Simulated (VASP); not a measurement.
The system is NbIn2Se3.

```
Nb In Se
1.0
     4.92783    0.00000    0.00000
     0.00000    4.92783    0.00000
     0.00000    0.00000    7.66260
Nb In Se
1 2 3
Cartesian
  2.4639 2.4639 3.8313
  2.4639 0.0000 3.8313
  0.0000 2.4639 3.8313
  2.4639 2.4639 0.0000
  2.4639 2.4639 5.8770
  2.4639 2.4639 1.7855
```

The cell was generated, and may not be a known phase.

```yaml
Program: VASP 6.6.1
Task: relaxation of cell and atoms
Functional: PBE
Potentials_or_basis: VASP PAW PBE potentials, release 64 (Nb_sv, In_d, Se)
Cutoff: 600 eV
k_mesh: 4 × 4 × 2
Occupations: gaussian, width 0.1 eV
Spin: no spin polarisation
```

At the start: pressure 51.8 GPa; volume 31.01 Å³/atom.

**Question.** Where does the relaxation end?

**Answer.** Over 30 steps the energy falls by 2819.3 meV/atom and the volume is 50.64 Å³/atom (+63.3 %); space group P4/mmm (No. 123, to 0.1 Å) before and after.

Step by step:
| step | energy change (eV) | largest force (eV/Å) | pressure (GPa) | volume (Å³) |
| --- | --- | --- | --- | --- |
| 1 | 0.0000 | 14.9373 | 51.81 | 186.07 |
| 2 | -8.1947 | 3.2321 | -7.29 | 533.61 |
| 3 | -14.3976 | 3.1183 | 3.19 | 318.30 |
| 4 | -14.4920 | 1.8951 | 1.98 | 334.24 |
| 5 | -14.5051 | 1.2132 | 1.31 | 344.71 |
| 6 | -14.5021 | 0.9968 | 1.10 | 348.30 |
| 7 | -14.6572 | 0.1282 | -0.43 | 368.59 |
| 8 | -14.6612 | 0.0315 | -0.70 | 372.95 |
| 9 | -14.7776 | 0.9553 | -0.53 | 374.43 |
| 10 | -14.7897 | 1.4163 | -0.42 | 374.87 |
| 11 | -14.9084 | 1.4986 | -0.60 | 371.78 |
| 12 | -15.4192 | 2.2158 | -1.17 | 361.63 |
| 13 | -16.2672 | 2.0249 | 0.85 | 337.14 |
| 14 | -16.2223 | 3.0580 | -0.60 | 346.80 |
| 15 | -16.3356 | 2.7219 | 0.08 | 341.42 |
| 16 | -16.3326 | 2.6158 | 0.24 | 340.44 |
| 17 | -16.3881 | 2.0163 | 0.28 | 339.36 |
| 18 | -16.4059 | 1.2464 | 0.38 | 338.05 |
| 19 | -16.4734 | 1.0687 | 0.12 | 338.41 |
| 20 | -16.6198 | 0.5896 | -0.61 | 339.45 |
| 21 | -16.6950 | 0.1549 | -1.78 | 341.28 |
| 22 | -16.7006 | 0.0182 | -1.56 | 340.92 |
| 23 | -16.7338 | 0.0278 | -1.48 | 337.58 |
| 24 | -16.8187 | 0.0604 | -1.18 | 327.69 |
| 25 | -16.9098 | 0.1476 | -0.39 | 308.39 |
| 26 | -16.9128 | 0.1720 | -0.15 | 303.82 |
| 27 | -16.9129 | 0.1681 | -0.19 | 304.54 |
| 28 | -16.9156 | 0.0459 | -0.01 | 303.89 |
| 29 | -16.9156 | 0.0411 | 0.00 | 303.86 |
| 30 | -16.9157 | 0.0258 | 0.00 | 303.87 |

Final structure:
```
CELL_PARAMETERS angstrom
5.58454 0.00000 0.00000
0.00000 5.58454 0.00000
0.00000 0.00000 9.74338
ATOMIC_POSITIONS crystal
Nb 0.50000 0.50000 0.50000
In 0.50000 0.00000 0.50000
In 0.00000 0.50000 0.50000
Se 0.50000 0.50000 0.00000
Se 0.50000 0.50000 0.74674
Se 0.50000 0.50000 0.25326
```

Caveat: the k points lie up to 0.32 Å⁻¹ apart in the final cell, too coarse for converged energies and pressures of a metal; the volume moved by over 15 % at a fixed basis, so the end points are rough; an odd number of electrons without spin polarisation forces a metal; a magnetic or distorted state may lie lower.
